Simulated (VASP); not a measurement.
Write the native input for VASP 6.6.1 that does the following.

```
Task                   : single point
Functional             : r2SCAN
Potentials or basis    : VASP PAW PBE potentials, release 64 (Ba_sv, Zn, C)
Cutoff                 : 520 eV
k mesh                 : 5 × 5 × 5
Occupations            : fermi-dirac, width 0.1 eV
Spin                   : no spin polarisation
Dipole correction      : no
Further INCAR settings : ALGO = Normal; EDIFF = 1e-06; NBANDS = 28
```

Crystal: Ba2ZnC2.

```xyz
5
Lattice="0.0000 4.1001 0.0000 4.1001 0.0000 0.0000 2.0500 2.0500 -6.4459" Properties=species:S:1:pos:R:3 pbc="T T T"
Ba    2.0500    2.0500   -2.0072
Ba    4.1001    4.1001   -4.4386
Zn    0.0000    0.0000    0.0000
C     2.0500    2.0500   -4.6268
C     4.1001    4.1001   -1.8190
```

These files were run (other wordings do the same):

POSCAR

```
Ba2ZnC2
1.0
    0.0000000000      4.1000710000      0.0000000000
    4.1000710000      0.0000000000      0.0000000000
    2.0500350000      2.0500350000     -6.4458600000
Ba Zn C
2 1 2
Direct
    0.3443000000      0.3443000000      0.3114000000
    0.6557000000      0.6557000000      0.6886000000
    0.0000000000      0.0000000000      0.0000000000
    0.1411000000      0.1411000000      0.7178000000
    0.8589000000      0.8589000000      0.2822000000
```

INCAR.step1

```
ALGO = Normal
EDIFF = 1E-4
ENCUT = 520
GGA = PE
ISMEAR = -1
LASPH = T
LCHARG = F
LREAL = F
LWAVE = T
NBANDS = 28
NELM = 100
PREC = Accurate
SIGMA = 0.1
```

INCAR.step2

```
ALGO = Normal
EDIFF = 1E-6
ENCUT = 520
ISIF = 2
ISMEAR = -1
ISTART = 1
LASPH = T
LCHARG = F
LMIXTAU = T
LREAL = F
LWAVE = F
METAGGA = R2SCAN
NBANDS = 28
NELM = 100
PREC = Accurate
SIGMA = 0.1
```

KPOINTS

```
k-points
0
Gamma
  5 5 5
```

Potentials or basis: VASP PAW PBE potentials, release 64 (Ba_sv, Zn, C).

Launch:

```console
$ cat potpaw_PBE.64/Ba_sv/POTCAR potpaw_PBE.64/Zn/POTCAR potpaw_PBE.64/C/POTCAR > POTCAR
$ cp INCAR.step1 INCAR
$ mpirun -np 1 vasp_std > vasp.out
$ cp INCAR.step2 INCAR
$ mpirun -np 1 vasp_std > vasp.out
```

Results of the run:

```json
{
 "Pressure": "9.1 GPa",
 "Largest force": "1.212 eV/Å",
 "Band gap on the k mesh": "zero (bands 20 and 21 overlap by 1.63 eV)"
}
```

Caveat: the stress differs along the axes, from 5 to 16 GPa; the PAW data sets were made with another functional, which shifts forces and pressure a little; spin-orbit coupling is left out, which moves the levels of the heavy elements.

Wall time 110 s on 1 thread of Intel(R) Xeon(R) 6975P-C (Granite Rapids), on a shared host, peak memory 0.25 GiB.
